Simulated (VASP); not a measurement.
# MgB2 (P6/mmm) in VASP: single point with PBEsol

Aim: the single point of MgB2 with PBEsol.

All numbers are computed with VASP 6.6.1; they aren't measurements. Logs are shortened: lines on timing, memory, paths and dates and some standing lists are left out, and cuts for length are marked.

## Step 1: The cell of the first run

Symmetry: P6/mmm, No. 191, hexagonal system. The conventional cell has a = 3.085 Å, b = 3.085 Å, c = 3.523 Å, α = 90.00°, β = 90.00°, γ = 120.00°. Mg (site symmetry 6/mmm) has 12 B at 2.51 Å and 6 Mg at 3.08 Å within 3.3 Å. B (site symmetry -6m2) has 3 B at 1.78 Å within 2.4 Å.

## Step 2: Single point, PBEsol

Contents of INCAR:

```
SYSTEM = MgB2
  ALGO = Normal
  EDIFF = 1E-7
  ENCUT = 520
  GGA = PS
  ISIF = 2
  ISMEAR = -1
  LASPH = .TRUE.
  LCHARG = .TRUE.
  LELF = .TRUE.
  LREAL = .FALSE.
  LVHAR = .TRUE.
  LWAVE = .FALSE.
  NBANDS = 11
  NELM = 100
  PREC = Accurate
  SIGMA = 0.05
```

Contents of KPOINTS:

```
k-points
0
G
  11 11 8
  0 0 0
```

Contents of POSCAR:

```
MgB2
1.0
    3.0850000000      0.0000000000      0.0000000000
   -1.5425000000      2.6716880000      0.0000000000
    0.0000000000      0.0000000000      3.5230000000
Mg B
1 2
Direct
    0.0000000000      0.0000000000      0.0000000000
    0.3333333333      0.6666666667      0.5000000000
    0.6666666667      0.3333333333      0.5000000000
```

Potentials or basis: VASP PAW PBE potentials, release 64 (Mg, B).

Run with:

```
cat potpaw_PBE.64/Mg/POTCAR potpaw_PBE.64/B/POTCAR > POTCAR
mpirun -np 1 vasp_std > vasp.out
```

OUTCAR:

```text
SYSTEM = MgB2
   EDIFF = 1E-7
   ENCUT = 520
   GGA = PS
   ISIF = 2
   ISMEAR = -1
   LASPH = .TRUE.
   LREAL = .FALSE.
   NELM = 100
   PREC = Accurate

 ion  position               nearest neighbor table
   1  0.000  0.000  0.000-   2 2.51   2 2.51   3 2.51   3 2.51   2 2.51   3 2.51   2 2.51   3 2.51
                             3 2.51   3 2.51   2 2.51   2 2.51
   2  0.333  0.667  0.500-   3 1.78   3 1.78   3 1.78   1 2.51   1 2.51   1 2.51   1 2.51   1 2.51
                             1 2.51
   3  0.667  0.333  0.500-   2 1.78   2 1.78   2 1.78   1 2.51   1 2.51   1 2.51   1 2.51   1 2.51
                             1 2.51

  LATTYP: Found a hexagonal cell.
 ALAT       =     3.0850000000
 C/A-ratio  =     1.1419773096

  Lattice vectors:

 A1 = (   3.0850000000,   0.0000000000,   0.0000000000)
 A2 = (  -1.5425000000,   2.6716880000,   0.0000000000)
 A3 = (   0.0000000000,   0.0000000000,   3.5230000000)

Analysis of symmetry for initial positions (statically):
=====================================================================
 Subroutine PRICEL returns:
 Original cell was already a primitive cell.

 Routine SETGRP: Setting up the symmetry group for a
 hexagonal supercell.

 Subroutine GETGRP returns: Found 24 space group operations
 (whereof 24 operations were pure point group operations)
 out of a pool of 24 trial point group operations.

The static configuration has the point symmetry D_6h.

Analysis of symmetry for dynamics (positions and initial velocities):
=====================================================================
 Subroutine PRICEL returns:
 Original cell was already a primitive cell.

 Routine SETGRP: Setting up the symmetry group for a
 hexagonal supercell.

 Subroutine GETGRP returns: Found 24 space group operations
 (whereof 24 operations were pure point group operations)
 out of a pool of 24 trial point group operations.

The dynamic configuration has the point symmetry D_6h.

 Subroutine INISYM returns: Found 24 space group operations
 (whereof 24 operations are pure point group operations),
 and found     1 'primitive' translations

----------------------------------------------------------------------------------------

                                     Primitive cell

  volume of cell :      29.0371

  direct lattice vectors                    reciprocal lattice vectors
     3.085000000  0.000000000  0.000000000     0.324149109  0.187147601  0.000000000
    -1.542500000  2.671688000  0.000000000     0.000000000  0.374295202  0.000000000
     0.000000000  0.000000000  3.523000000     0.000000000  0.000000000  0.283848992

  length of vectors
[... 92 lines left out ...]
   POTIM  = 0.5000    time-step for ionic-motion
   TEBEG  =    0.0;   TEEND  =   0.0 temperature during run
   PSTRESS=    0.0 pullay stress
   NELECT =       8.0000    total number of electrons
   NUPDOWN=      -1.0000    fix difference up-down
   EMIN   =  10.00;   EMAX   =-10.00  energy-range for DOS
   EFERMI =   0.00;   METHOD = LEGACY
   ISMEAR =    -1;   SIGMA  =   0.05  broadening in eV -4-tet -1-fermi 0-gaus
   EFERMI_NEDOS =   21; number of points for ismear=-14 and -15
   IALGO  =     38    algorithm
   IMIX   =      4    mixing-type and parameters
     AMIX     =   0.40;   BMIX     =  1.00
     AMIX_MAG =   1.60;   BMIX_MAG =  1.00
  volume/ion in A,a.u.               =       9.68        65.32
  Fermi-wavevector in a.u.,A,eV,Ry     =   1.065255  2.013040 15.439463  1.134769
  Thomas-Fermi vector in A             =   2.200801
   LORBIT       =      0    0 simple, 1 ext, 2 COOP (PROOUT), +10 PAW based schemes
   GGA     = PS    functional components
   LHFCALC =     F    Hartree Fock is set to
   AEXX    =    0.0000 exact exchange contribution
   IVDW    =     0    specifies the selected vdW correction
   LEPSILON=     F    determine dielectric tensor
   LRPA    =     F    only Hartree local field effects (RPA)
 non-spin polarized calculation
  energy-cutoff  :      520.00
  volume of cell :       29.04
 maximum number of plane-waves:       806
 NGX is ok and might be reduce to    24
   NGX = 11   NGY = 11   NGZ = 13

 number of electron       8.0000000 magnetization

 Free energy of the ion-electron system (eV)
  ---------------------------------------------------
  ext. energy  EPLUGINS =         0.00000000
  ---------------------------------------------------
  free energy    TOTEN  =       -16.22484519 eV

  energy without entropy =      -16.22103698  energy(sigma->0) =      -16.22294108

 E-fermi :   5.1767     XC(G=0): -10.9931

 val. band max:        5.0681918883   @ k =   0.0909   0.0000   0.2500
 cond. band min:       5.2078284393   @ k =   0.3636   0.2727   0.2500
 fundamental gap:      0.1396365510
 Fermi energy:         5.1766893756

 k-point     1 :       0.0000    0.0000    0.0000
  band No.  band energies     occupation
      1      -7.2012      2.00000
      2       2.2659      2.00000
      3       5.5772      0.00066
      4       5.5772      0.00066
      5       6.8282      0.00000
      6      11.4784      0.00000
      7      11.4784      0.00000
      8      13.3170      0.00000
      9      15.1470      0.00000
     10      17.7498      0.00000
     11      21.2888      0.00000
[... 309 lines left out ...]
 k-point    24 :       0.1818    0.0909    0.1250
  band No.  band energies     occupation
      1      -6.0768      2.00000
      2       2.2543      2.00000
      3       2.3970      2.00000
      4       3.6847      2.00000
      5       8.9911      0.00000
      6      11.1105      0.00000
      7      11.7062      0.00000
      8      13.7357      0.00000
      9      15.9612      0.00000
     10      16.8643      0.00000
     11      19.4112      0.00000

 [... further k-points ...]
[... 5 lines left out ...]
  --------------------------------------------------------------------------------------
  -------------------------------------------------------------------------------------
  Total       -0.6848219     -0.6848217     -0.3895691      0.0000000      0.0000000      0.0000000
  in kB      -37.7863267    -37.7863162    -21.4951999      0.0000000      0.0000000      0.0000000
  external PRESSURE =     -32.3559476 kB  Pullay stress =       0.0000000 kB

 VOLUME and BASIS-vectors are now :
 -----------------------------------------------------------------------------
  energy-cutoff  :      520.00
  volume of cell :       29.04
      direct lattice vectors                 reciprocal lattice vectors
     3.085000000  0.000000000  0.000000000     0.324149109  0.187147601  0.000000000
    -1.542500000  2.671688000  0.000000000     0.000000000  0.374295202  0.000000000
     0.000000000  0.000000000  3.523000000     0.000000000  0.000000000  0.283848992

 POSITION                                       TOTAL-FORCE (eV/Angst)
 -----------------------------------------------------------------------------------
      0.00000      0.00000      0.00000        -0.000000      0.000000      0.000000
     -0.00000      1.78113      1.76150         0.000000      0.000000     -0.000000
      1.54250      0.89056      1.76150        -0.000000     -0.000000      0.000000
 -----------------------------------------------------------------------------------
    total drift:                                0.000000     -0.000000      0.000000

  FREE ENERGIE OF THE ION-ELECTRON SYSTEM (eV)
  ---------------------------------------------------
  free  energy   TOTEN  =       -16.2248451919 eV

  energy  without entropy=      -16.2210369757  energy(sigma->0) =      -16.22294108
```

OSZICAR:

```text
N       E                     dE             d eps       ncg     rms          rms(c)
DAV:   1     0.311703585875E+01    0.31170E+01   -0.38449E+03  1928   0.615E+02
DAV:   2    -0.172261302823E+02   -0.20343E+02   -0.18845E+02  2255   0.104E+02
DAV:   3    -0.178020054475E+02   -0.57588E+00   -0.57178E+00  2315   0.145E+01
DAV:   4    -0.178033772705E+02   -0.13718E-02   -0.13717E-02  2074   0.759E-01
DAV:   5    -0.178033824606E+02   -0.51901E-05   -0.51903E-05  2149   0.485E-02    0.515E+00
DAV:   6    -0.164511797261E+02    0.13522E+01   -0.17127E+00  2011   0.592E+00    0.239E+00
DAV:   7    -0.162297742884E+02    0.22141E+00   -0.80676E-01  2060   0.409E+00    0.730E-01
DAV:   8    -0.162297331312E+02    0.41157E-04   -0.59779E-02  1960   0.141E+00    0.251E-01
DAV:   9    -0.162249148225E+02    0.48183E-02   -0.11704E-02  1961   0.492E-01    0.553E-02
DAV:  10    -0.162248589840E+02    0.55839E-04   -0.87429E-04  2182   0.158E-01    0.205E-02
DAV:  11    -0.162248453766E+02    0.13607E-04   -0.67225E-05  2000   0.454E-02    0.268E-03
DAV:  12    -0.162248452260E+02    0.15055E-06   -0.20948E-06  1997   0.784E-03    0.133E-03
DAV:  13    -0.162248451919E+02    0.34157E-07   -0.17712E-07  1819   0.230E-03
   1 F= -.16224845E+02 E0= -.16222941E+02  d E =-.380822E-02
```

stdout:

```text
POSCAR found type information on POSCAR MgB
 POSCAR found :  2 types and       3 ions
 scaLAPACK will be used
 -----------------------------------------------------------------------------
|                                                                             |
|                                                                             |
|     You enforced a specific xc type in the INCAR file but a different       |
|     I HOPE YOU KNOW WHAT YOU ARE DOING!                                     |
|                                                                             |
 -----------------------------------------------------------------------------

 LDA part: xc-table for (Slater+PW92), standard interpolation
 POSCAR, INCAR and KPOINTS ok, starting setup
 FFT: planning ... GRIDC
 FFT: planning ... GRID_SOFT
 FFT: planning ... GRID
 WAVECAR not read
 entering main loop
```

Wall time 15 s (1 thread of Intel Xeon Platinum 8488C (Sapphire Rapids), shared host); peak memory 0.16 GiB.

Results:

```yaml
Free_energy: -16.2248 eV
Pressure: -3.2 GPa
Band_gap_on_the_k_mesh: zero (band 4 reaches 6.48 eV, above the bottom of band 5 at 3.64 eV)
```

Levels at points of the mesh, in eV from the Fermi level:
```csv
k point,band 2,band 3,band 4,band 5,band 6,band 7
"(0.00, 0.00, 0.00)",-2.91,0.40,0.40,1.65,6.30,6.30
"(0.00, 0.00, 0.50)",-7.41,0.78,0.78,6.63,6.63,7.97
```

Caveat: the PAW data sets were made with another functional, which shifts forces and pressure a little.
